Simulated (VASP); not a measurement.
A run of VASP 6.6.1 is set up as follows.

The input INCAR:

```
SYSTEM = InSe
PREC     = Accurate       ! precision mode
ENCUT    = 600            ! plane-wave cutoff, eV
EDIFF    = 1E-7           ! SCF threshold, eV
ISMEAR   = -1             ! smearing method
SIGMA    = 0.05           ! smearing width, eV
LREAL    = .FALSE.        ! projectors in reciprocal space
LASPH    = .TRUE.         ! aspherical terms in the spheres
NELM     = 80             ! most SCF steps
ALGO     = Normal         ! electronic algorithm
ISIF     = 3              ! what is computed and relaxed
LWAVE    = .FALSE.        ! write WAVECAR
LCHARG   = .FALSE.        ! write CHGCAR
GGA      = RE             ! functional
IVDW     = 12             ! dispersion correction
IBRION   = 2              ! ionic algorithm
NSW      = 60             ! ionic steps
EDIFFG   = -0.01          ! ionic threshold
```

KPOINTS

```
Automatic mesh
0
G
  7 7 6
  0 0 0
```

The input POSCAR:

```
InSe
1.0
    5.8263928781     -2.0546489550      0.0000000000
    5.8263928781      2.0546489550      0.0000000000
   -1.7232330140      0.0000000000      4.7713478577
In Se
2 2
Direct
    0.8882032500      0.8882032500      0.0468413600
    0.1117967500      0.1117967500      0.9531586400
    0.6609275900      0.6609275900      0.6689556200
    0.3390724100      0.3390724100      0.3310443800
```

Potentials or basis: VASP PAW PBE potentials, release 64 (In_d, Se).

Run with:

```console
$ cat potpaw_PBE.64/In_d/POTCAR potpaw_PBE.64/Se/POTCAR > POTCAR
$ mpirun -np 1 vasp_std > vasp.out
```

(1) Predict the space group after relaxing (to 0.1 Å).

(2) Predict the relaxed volume.

## Answers

(1) C2/m (No. 12).

(2) 25.14 Å³/atom.

Caveat: the PAW data sets were made with another functional, which shifts forces and pressure a little.
